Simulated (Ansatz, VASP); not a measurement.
**InP2: VASP beside Ansatz**

The input INCAR:

```
PREC     = Accurate       # precision mode
ENCUT    = 600            # plane-wave cutoff, eV
EDIFF    = 1E-6           # SCF threshold, eV
ISMEAR   = 0              # smearing method
SIGMA    = 0.1            # smearing width, eV
LREAL    = F              # projectors in reciprocal space
LASPH    = T              # aspherical terms in the spheres
NELM     = 60             # most SCF steps
ALGO     = Normal         # electronic algorithm
ISIF     = 3              # what is computed and relaxed
LWAVE    = F              # write WAVECAR
LCHARG   = F              # write CHGCAR
GGA      = PE             # functional
IBRION   = 2              # ionic algorithm
NSW      = 100            # ionic steps
EDIFFG   = -0.01          # ionic threshold
```

File KPOINTS:

```
regular mesh
0
Gamma
  12 12 12
```

POSCAR

```
InP2
1.0
    2.0513520840      1.1843486779      4.8071773596
   -2.0513520840      1.1843486779      4.8071773596
    0.0000000000     -2.3686973557      4.8071773596
In P
1 2
Direct
    0.0000000000      0.0000000000      0.0000000000
    0.4276695870      0.4276695870      0.4276695870
    0.5723304130      0.5723304130      0.5723304130
```

Input for Ansatz:

```yaml
crystal:
  lattice:
    - [2.051352084, 1.1843486779, 4.8071773596]
    - [-2.051352084, 1.1843486779, 4.8071773596]
    - [0.0, -2.3686973557, 4.8071773596]
  atoms:
    - { symbol: In, position: [0.0, 0.0, 0.0] }
    - { symbol: P, position: [0.427669587, 0.427669587, 0.427669587] }
    - { symbol: P, position: [0.572330413, 0.572330413, 0.572330413] }
basis:
  ecutwfc: 420
kpoints:
  mp_grid: { grid: [12, 12, 12] }
hamiltonian:
  xc: pbe
scf:
  occupations: { method: gaussian, width: 0.1 }
output:
  forces: true
  stress: true
  eigenvalues: true
  write_density: true
  write_potential: true
  elf: true
  volumetric_format: npy
relax:
  adjacent_minimum: "off"
  f_tol: 0.01
  max_steps: 80
  cell: { stress_tol: 0.05 }
```

Alike in both runs: task relaxation of cell and atoms; functional PBE; k mesh 12 × 12 × 12; occupations gaussian, width 0.1 eV; no spin polarisation.

```csv
,VASP,Ansatz
version,VASP 6.6.1,Ansatz 0.2.0
potentials or method,"VASP PAW PBE potentials, release 64 (In_d, P), cutoff 600 eV","scalar-relativistic, plane waves, PAW"
valence electrons in the cell,23,23
```

```tsv
	VASP	Ansatz	Ansatz less VASP
gap on the k mesh at the Fermi level, each at its own relaxed structure (eV)	none	none	-
relaxed volume (Å³/atom)	23.36	23.38	+0.018
relaxed cell length with the largest relative difference (Å)	5.381	5.383	+0.0025
```

A gap of «none» marks a metal or a gap that the smearing closes.
